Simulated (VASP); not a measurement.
# Fe (P6_3/mmc) in VASP: single point with PBE+D3(BJ)

Aim: the single point of Fe with PBE+D3(BJ).

Everything below comes from runs of VASP 6.6.1. Logs are shortened: lines on timing, memory, paths and dates and some standing lists are left out, and cuts for length are marked.

## 1. The cell of the first run

It takes space group P6_3/mmc (No. 194, hexagonal). The conventional cell has a = 2.509 Å, b = 2.509 Å, c = 8.585 Å, α = 90.00°, β = 90.00°, γ = 120.00°. Fe (site symmetry -3m) has 12 Fe at 2.51 to 2.59 Å within 3.3 Å. Fe (site symmetry -6m2) has 12 Fe at 2.51 to 2.59 Å within 3.3 Å.

This isn't the form of Fe at room conditions, which is bcc.

## 2. Single point, PBE+D3(BJ), collinear spin, ferromagnetic start

File INCAR:

```
SYSTEM = Fe
PREC = Accurate
ENCUT = 520
EDIFF = 1E-6
ISMEAR = 0
SIGMA = 0.1
LREAL = .False.
LASPH = .True.
NELM = 150
ALGO = Normal
ISIF = 2
LWAVE = .False.
LCHARG = .False.
ISPIN = 2
MAGMOM = 2.83 2.82 2.83 2.82
LORBIT = 11
LMAXMIX = 4
GGA = PE
IVDW = 12
NBANDS = 28
```

File KPOINTS:

```
Automatic mesh
0
Gamma
  18 18 6
  0 0 0
```

File POSCAR:

```
Fe
1.0
    2.5088300912      0.0000000000      0.0000000000
   -1.2544150456      2.1727105928      0.0000000000
    0.0000000000      0.0000000000      8.5849838690
Fe
4
Direct
    0.0000000000      0.0000000000      0.0000000000
    0.3333333333      0.6666666667      0.2500000000
    0.0000000000      0.0000000000      0.5000000000
    0.6666666667      0.3333333333      0.7500000000
```

Potentials or basis: VASP PAW PBE potentials, release 64 (Fe).

Command:

```
cat potpaw_PBE.64/Fe/POTCAR > POTCAR
mpirun -np 1 vasp_std > vasp.out
```

OUTCAR:

```text
SYSTEM = Fe
   PREC = Accurate
   ENCUT = 520
   EDIFF = 1E-6
   ISMEAR = 0
   LREAL = .False.
   LASPH = .True.
   NELM = 150
   ISIF = 2
   ISPIN = 2
   LORBIT = 11
   GGA = PE
   IVDW = 12
 IVDW          = 12

 ion  position               nearest neighbor table
   1  0.000  0.000  0.000-   2 2.59   4 2.59   4 2.59   2 2.59   4 2.59   2 2.59
   2  0.333  0.667  0.250-   1 2.59   3 2.59   1 2.59   3 2.59   1 2.59   3 2.59
   3  0.000  0.000  0.500-   2 2.59   4 2.59   4 2.59   2 2.59   4 2.59   2 2.59
   4  0.667  0.333  0.750-   1 2.59   3 2.59   1 2.59   3 2.59   1 2.59   3 2.59

  LATTYP: Found a hexagonal cell.
 ALAT       =     2.5088300912
 C/A-ratio  =     3.4219072464

  Lattice vectors:

 A1 = (   2.5088300912,   0.0000000000,   0.0000000000)
 A2 = (  -1.2544150456,   2.1727105928,   0.0000000000)
 A3 = (   0.0000000000,   0.0000000000,   8.5849838690)

Analysis of symmetry for initial positions (statically):
=====================================================================
 Subroutine PRICEL returns:
 Original cell was already a primitive cell.

 Routine SETGRP: Setting up the symmetry group for a
 hexagonal supercell.

 Subroutine GETGRP returns: Found 24 space group operations
 (whereof 12 operations were pure point group operations)
 out of a pool of 24 trial point group operations.

The static configuration has the point symmetry D_3d.
 The point group associated with its full space group is D_6h.

Analysis of symmetry for dynamics (positions and initial velocities):
=====================================================================
 Subroutine PRICEL returns:
 Original cell was already a primitive cell.

 Routine SETGRP: Setting up the symmetry group for a
 hexagonal supercell.

 Subroutine GETGRP returns: Found 24 space group operations
 (whereof 12 operations were pure point group operations)
 out of a pool of 24 trial point group operations.

The dynamic configuration has the point symmetry D_3d.
 The point group associated with its full space group is D_6h.

Analysis of structural, dynamic, and magnetic symmetry:
=====================================================================
 Subroutine PRICEL returns:
 Original cell was already a primitive cell.

 Routine SETGRP: Setting up the symmetry group for a
 hexagonal supercell.

 Subroutine GETGRP returns: Found 24 space group operations
 (whereof 12 operations were pure point group operations)
 out of a pool of 24 trial point group operations.

The overall configuration has the point symmetry D_3d.
 The point group associated with its full space group is D_6h.

 Subroutine INISYM returns: Found 24 space group operations
 (whereof 12 operations are pure point group operations),
 and found     1 'primitive' translations

----------------------------------------------------------------------------------------

                                     Primitive cell

  volume of cell :      46.7964

  direct lattice vectors                    reciprocal lattice vectors
     2.508830091  0.000000000  0.000000000     0.398592158  0.230127290  0.000000000
    -1.254415046  2.172710593  0.000000000     0.000000000  0.460254579  0.000000000
     0.000000000  0.000000000  8.584983869     0.000000000  0.000000000  0.116482455

  length of vectors
     2.508830091  2.508830091  8.584983869     0.460254579  0.460254579  0.116482455

  position of ions in fractional coordinates (direct lattice)
     0.000000000  0.000000000  0.000000000
     0.333333333  0.666666667  0.250000000
     0.000000000  0.000000000  0.500000000
     0.666666667  0.333333333  0.750000000

  ion indices of the primitive-cell ions
   primitive index   ion index
                 1           1
                 2           2
                 3           3
                 4           4

----------------------------------------------------------------------------------------

 KPOINTS: Automatic mesh

Automatic generation of k-mesh.
 Grid dimensions read from file:
 generate k-points for:   18   18    6

 Generating k-lattice:

  Cartesian coordinates                     Fractional coordinates (reciprocal lattice)
     0.022144009  0.012784849  0.000000000     0.055555556  0.000000000  0.000000000
     0.000000000  0.025569699  0.000000000     0.000000000  0.055555556  0.000000000
     0.000000000  0.000000000  0.019413743     0.000000000  0.000000000  0.166666667

  Length of vectors
     0.025569699  0.025569699  0.019413743

  Shift w.r.t. Gamma in fractional coordinates (k-lattice)
     0.000000000  0.000000000  0.000000000

 Subroutine IBZKPT returns following result:
 ===========================================

 Found    148 irreducible k-points:

 Following reciprocal coordinates:
            Coordinates               Weight
  0.000000  0.000000  0.000000      1.000000
  0.055556  0.000000  0.000000      6.000000
  0.111111  0.000000  0.000000      6.000000
  0.166667 -0.000000  0.000000      6.000000
  0.222222  0.000000  0.000000      6.000000
  0.277778  0.000000  0.000000      6.000000
[... 16 lines left out ...]
  0.333333  0.111111  0.000000     12.000000
  0.388889  0.111111  0.000000     12.000000
 [... further k-points ...]
   k-points           NKPTS =    148   k-points in BZ     NKDIM =    148   number of bands    NBANDS=     28
   number of dos      NEDOS =    301   number of ions     NIONS =      4
   total plane-waves  NPLWV =  25600
   dimension x,y,z NGX =    20 NGY =   20 NGZ =   64
   dimension x,y,z NGXF=    40 NGYF=   40 NGZF=  128
   ions per type =               4
   NGX,Y,Z   is equivalent  to a cutoff of  13.25, 13.25, 12.39 a.u.
   NGXF,Y,Z  is equivalent  to a cutoff of  26.51, 26.51, 24.79 a.u.
 SYSTEM =  Fe
   PREC   = accura    normal or accurate (medium, high low for compatibility)
   ISTART =      0    job   : 0-new  1-cont  2-samecut
   ICHARG =      2    charge: 1-file 2-atom 10-const
   ISPIN  =      2    spin polarized calculation?
   LNONCOLLINEAR =      F non collinear calculations
   LSORBIT =      F    spin-orbit coupling
   LASPH  =      T    aspherical Exc in radial PAW
   ENCUT  =  520.0 eV  38.22 Ry    6.18 a.u.   4.66  4.66 15.96*2*pi/ulx,y,z
   NELM   =    150;   NELMIN=  2; NELMDL= -5     # of ELM steps
   EDIFF  = 0.1E-05   stopping-criterion for ELM
   LREAL  =      F    real-space projection
   EDIFFG = 0.1E-04   stopping-criterion for IOM
   NSW    =      0    number of steps for IOM
   IBRION =     -1    ionic relax: 0-MD 1-quasi-New 2-CG
   NFREE  =      0    steps in history (QN), initial steepest desc. (CG)
   ISIF   =      2    stress and relaxation
   ISYM   =      2    0-nonsym 1-usesym 2-fastsym
   POTIM  = 0.5000    time-step for ionic-motion
   TEBEG  =    0.0;   TEEND  =   0.0 temperature during run
   PSTRESS=    0.0 pullay stress
   NELECT =      32.0000    total number of electrons
   NUPDOWN=      -1.0000    fix difference up-down
   EMIN   =  10.00;   EMAX   =-10.00  energy-range for DOS
   EFERMI =   0.00;   METHOD = LEGACY
   ISMEAR =     0;   SIGMA  =   0.10  broadening in eV -4-tet -1-fermi 0-gaus
   EFERMI_NEDOS =   21; number of points for ismear=-14 and -15
   IALGO  =     38    algorithm
   IMIX   =      4    mixing-type and parameters
     AMIX     =   0.40;   BMIX     =  1.00
     AMIX_MAG =   1.60;   BMIX_MAG =  1.00
  volume/ion in A,a.u.               =      11.70        78.95
  Fermi-wavevector in a.u.,A,eV,Ry     =   1.442295  2.725541 28.303022  2.080213
  Thomas-Fermi vector in A             =   2.560831
   LORBIT       =     11    0 simple, 1 ext, 2 COOP (PROOUT), +10 PAW based schemes
   GGA     = PE    functional components
   LHFCALC =     F    Hartree Fock is set to
   AEXX    =    0.0000 exact exchange contribution
   IVDW    =    12    specifies the selected vdW correction
   LEPSILON=     F    determine dielectric tensor
   LRPA    =     F    only Hartree local field effects (RPA)
 spin polarized calculation
 Gauss-broadening in eV      SIGMA  =   0.10
  energy-cutoff  :      520.00
  volume of cell :       46.80
 maximum number of plane-waves:      1291
 NGX is ok and might be reduce to    20
   NGX =  9   NGY =  9   NGZ = 31

 number of electron      32.0000007 magnetization       9.4202917

 number of electron      32.0000007 magnetization      10.1730098

 Free energy of the ion-electron system (eV)
  ---------------------------------------------------
  ext. energy  EPLUGINS =         0.00000000
  ---------------------------------------------------
  free energy    TOTEN  =       -32.26647804 eV

  energy without entropy =      -32.24165486  energy(sigma->0) =      -32.25406645

 E-fermi :   5.7224     XC(G=0): -12.9300

 val. band max:        5.7217581082   @ k =   0.0000   0.0000   0.0000
 cond. band min:       5.7236126552   @ k =   0.2778   0.1111   0.5000
 fundamental gap:      0.0018545471
 Fermi energy:         5.7224487625

 spin component 1

 k-point     1 :       0.0000    0.0000    0.0000
  band No.  band energies     occupation
      1      -2.7846      1.00000
      2      -0.8042      1.00000
      3      -0.7822      1.00000
      4       0.7679      1.00000
      5       2.8691      1.00000
      6       2.9253      1.00000
[... 733 lines left out ...]
     27      15.1688      0.00000
     28      15.8854      0.00000

 [... further k-points ...]

 spin component 2

 k-point     1 :       0.0000    0.0000    0.0000
  band No.  band energies     occupation
      1      -2.5061      1.00000
      2      -0.4451      1.00000
      3      -0.4334      1.00000
      4       2.0388      1.00000
      5       4.6990      1.00000
      6       4.7191      1.00000
[... 733 lines left out ...]
     27      16.3622      0.00000
     28      16.9282      0.00000

 [... further k-points ...]

------------------------ aborting loop because EDIFF is reached ----------------------------------------

 Edisp (eV)   -1.38735

 E8    (eV) :    -0.6194

  FORCE on cell =-STRESS in cart. coord.  units (eV):
  Direction    XX          YY          ZZ          XY          YZ          ZX
  --------------------------------------------------------------------------------------
  -------------------------------------------------------------------------------------
  Total      -0.02874    -0.02874     0.00345     0.00000     0.00000    -0.00000
  in kB      -0.98408    -0.98408     0.11796     0.00000     0.00000    -0.00000
  external pressure =       -0.62 kB  Pullay stress =        0.00 kB

 VOLUME and BASIS-vectors are now :
 -----------------------------------------------------------------------------
  energy-cutoff  :      520.00
  volume of cell :       46.80
      direct lattice vectors                 reciprocal lattice vectors
     2.508830091  0.000000000  0.000000000     0.398592158  0.230127290  0.000000000
    -1.254415046  2.172710593  0.000000000     0.000000000  0.460254579  0.000000000
     0.000000000  0.000000000  8.584983869     0.000000000  0.000000000  0.116482455

 POSITION                                       TOTAL-FORCE (eV/Angst)
 -----------------------------------------------------------------------------------
      0.00000      0.00000      0.00000         0.000000      0.000000      0.000000
     -0.00000      1.44847      2.14625         0.000000      0.000000     -0.000000
      0.00000      0.00000      4.29249         0.000000      0.000000      0.000000
      1.25442      0.72424      6.43874        -0.000000     -0.000000     -0.000000
 -----------------------------------------------------------------------------------
    total drift:                                0.000000     -0.000000      0.000000

  FREE ENERGIE OF THE ION-ELECTRON SYSTEM (eV)
  ---------------------------------------------------
  free  energy   TOTEN  =       -33.6538270110 eV

  energy  without entropy=      -33.6290038333  energy(sigma->0) =      -33.64141542

 total charge

# of ion       s       p       d       tot
------------------------------------------
    1        0.485   0.512   6.221   7.219
    2        0.484   0.514   6.219   7.217
    3        0.485   0.512   6.221   7.219
    4        0.484   0.514   6.219   7.217
--------------------------------------------------
tot          1.938   2.052  24.881  28.871

 magnetization (x)

# of ion       s       p       d       tot
------------------------------------------
    1       -0.017  -0.038   2.581   2.526
    2       -0.016  -0.039   2.588   2.533
    3       -0.017  -0.038   2.581   2.526
    4       -0.016  -0.039   2.588   2.533
--------------------------------------------------
tot         -0.065  -0.155  10.339  10.119
```

Run time: 3.2 min. Hardware: 1 thread of Intel Xeon 6975P-C (Granite Rapids), shared host; peak memory 0.38 GiB.

Results:

| Item | Value |
| --- | --- |
| Free energy | -33.6538 eV |
| Pressure | -0.1 GPa |
| Net moment | 10.17 μB per cell |
| Site moments | Fe +2.53 μB |
| Valence electrons inside the program's atomic spheres | Fe 7.22 |
| Dispersion energy per atom | -0.347 eV |
